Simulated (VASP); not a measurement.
Write the native input for VASP 6.6.1 that does the following.

* Task: single point
* Functional: PBE
* Potentials or basis: VASP PAW PBE potentials, release 64 (Ca_sv, Co)
* Cutoff: 520 eV
* k mesh: 9 × 9 × 9
* Occupations: fermi-dirac, width 0.05 eV
* Spin: collinear spin, ferromagnetic start
* Starting moments: [0.0, 2.0] μB
* Dipole correction: no
* Further INCAR settings: ALGO = Normal; EDIFF = 1e-06; NBANDS = 20

The structure of CaCo lies in POSCAR:

```
CaCo
1.0
    0.0000000000      2.6030352291      2.6030352291
    2.6030352291      0.0000000000      2.6030352291
    2.6030352291      2.6030352291      0.0000000000
Ca Co
1 1
Direct
    0.5000000000      0.5000000000      0.5000000000
    0.0000000000      0.0000000000      0.0000000000
```

This cell differs from its parent crystal: volume scaled by 1.04.

One way to write it, as run:

INCAR

```
SYSTEM = CaCo
PREC = Accurate ; ENCUT = 520
EDIFF = 1E-6 ; ISMEAR = -1
SIGMA = 0.05 ; LREAL = .False.
LASPH = .True. ; NELM = 150
ALGO = Normal ; ISIF = 2
LWAVE = .False. ; LCHARG = .False.
ISPIN = 2 ; MAGMOM = 0 2
LORBIT = 11 ; LMAXMIX = 4
GGA = PE ; NBANDS = 20
```

KPOINTS

```
regular mesh
0
Gamma
  9 9 9
  0 0 0
```

Potentials or basis: VASP PAW PBE potentials, release 64 (Ca_sv, Co).

Run with:

```console
$ cat potpaw_PBE.64/Ca_sv/POTCAR potpaw_PBE.64/Co/POTCAR > POTCAR
$ mpirun -np 1 vasp_std > vasp.out
```

It gave:

```
Pressure                                              : 18.3 GPa
Band gap on the k mesh                                : zero (filled and empty bands overlap)
Net moment                                            : 1.01 μB per cell
Site moments                                          : Ca -0.07; Co +1.18 μB
Valence electrons inside the program's atomic spheres : Ca 8.43; Co 8.19
```

Run time: 48 s on 1 thread of Intel(R) Xeon(R) Platinum 8488C (Sapphire Rapids), with other jobs on the host, peak memory 0.19 GiB.
